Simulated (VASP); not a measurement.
## AlN: single point with LDA

**What was measured.**

From “Structural and optical properties of self-assembled AlN nanowires grown on SiO2/Si substrates by molecular beam epitaxy”, 2024, arxiv:2402.00216, for a bulk crystal of AlN at 0 K: band gap 6.0343 eV (an exciton energy, a little under the gap).

AlN:

```xyz
4
Lattice="3.0888 0.0000 0.0000 -1.5444 2.6750 0.0000 0.0000 0.0000 4.9433" Properties=species:S:1:pos:R:3 pbc="T T T"
Al    0.0000    1.7833   -0.0049
Al    1.5444    0.8917    2.4667
N     0.0000    1.7833    1.8833
N     1.5444    0.8917    4.3550
```

| Property | Result |
| --- | --- |
| Program | VASP 6.6.1 |
| Task | single point |
| Functional | LDA |
| Potentials or basis | VASP PAW LDA potentials, release 64 (Al, N) |
| Cutoff | 520 eV |
| k mesh | 12 × 12 × 6 |
| Occupations | gaussian, width 0.02 eV |
| Spin | no spin polarisation |
| Dipole correction | no |
| Further INCAR settings | ALGO = Normal; EDIFF = 1e-06; NBANDS = 16 |

```json
{
  "Pressure": "0.6 GPa",
  "Band gap on the k mesh": "4.42 eV"
}
```

Levels at points of the mesh, in eV from the valence-band top:
| k point | band 6 | band 7 | band 8 | band 9 | band 10 | band 11 |
| --- | --- | --- | --- | --- | --- | --- |
| (0.00, 0.00, 0.00) | -0.23 | -0.23 | 0.00 | 4.42 | 6.73 | 10.66 |
| (0.50, 0.00, 0.00) | -2.15 | -1.84 | -0.71 | 5.72 | 5.72 | 8.27 |
| (0.00, 0.00, 0.50) | -0.57 | -0.57 | -0.57 | 6.61 | 6.61 | 10.32 |
| (0.50, 0.00, 0.50) | -1.51 | -1.40 | -1.40 | 5.26 | 5.26 | 9.21 |

Wall time 26 s on 1 thread of Intel(R) Xeon(R) Platinum 8259CL CPU @ 2.50GHz (Skylake/Cascade Lake), with other jobs on the host, peak memory 0.16 GiB.

A measured gap of AlN is 6.0343 eV (an exciton energy, a little under the gap; 0 K; quoted in “Structural and optical properties of self-assembled AlN nanowires grown on SiO2/Si substrates by molecular beam epitaxy”, 2024, arxiv:2402.00216); the calculated 4.42 eV misses it by -1.61 eV. 2 values of this kind are on record (6.034 to 6.0343 eV); this one was drawn at random. The value is that of LDA on a finite k mesh, which can miss the band edges, without temperature or zero-point motion. Semilocal functionals fall short of measured gaps as a rule.
